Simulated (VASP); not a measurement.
Input of a VASP 6.6.1 run:

Contents of POSCAR:

```
CsSnI3
1.0
    6.2414001656      0.0000000000      0.0000000000
    0.0000000000      6.2414001656      0.0000000000
    0.0000000000      0.0000000000      6.2414001656
Cs Sn I
1 1 3
Direct
    0.0000000000      0.0000000000      0.0000000000
    0.5000000000      0.5000000000      0.5000000000
    0.0000000000      0.5000000000      0.5000000000
    0.5000000000      0.0000000000      0.5000000000
    0.5000000000      0.5000000000      0.0000000000
```

File INCAR.step1:

```
SYSTEM = CsSnI3
PREC = Accurate ; ENCUT = 520
ISMEAR = 0 ; SIGMA = 0.01
LREAL = .False. ; LASPH = .True.
NELM = 100 ; NBANDS = 30
GGA = PE ; ALGO = Normal
EDIFF = 1E-4 ; LWAVE = .True.
LCHARG = .False.
```

The input INCAR.step2:

```
SYSTEM = CsSnI3
PREC = Accurate ; ENCUT = 520
EDIFF = 1E-7 ; ISMEAR = 0
SIGMA = 0.01 ; LREAL = .False.
LASPH = .True. ; NELM = 100
ALGO = Normal ; ISIF = 2
LWAVE = .False. ; LCHARG = .False.
METAGGA = R2SCAN ; LMIXTAU = .True.
NBANDS = 30 ; ISTART = 1
```

File KPOINTS:

```
regular mesh
0
Gamma
  4 4 4
  0 0 0
```

Potentials or basis: VASP PAW PBE potentials, release 64 (Cs_sv, Sn_d, I).

Command:

```console
$ cat potpaw_PBE.64/Cs_sv/POTCAR potpaw_PBE.64/Sn_d/POTCAR potpaw_PBE.64/I/POTCAR > POTCAR
$ cp INCAR.step1 INCAR
$ mpirun -np 1 vasp_std > vasp.out
$ cp INCAR.step2 INCAR
$ mpirun -np 1 vasp_std > vasp.out
```

Q: Predict the pressure.

A: 0.0 GPa.

Q: Predict the band gap on the k mesh.

A: 0.50 eV, direct.

Caveat: the PAW data sets were made with another functional, which shifts forces and pressure a little; spin-orbit coupling is left out, which moves the levels of the heavy elements. A k mesh can miss the band edges.
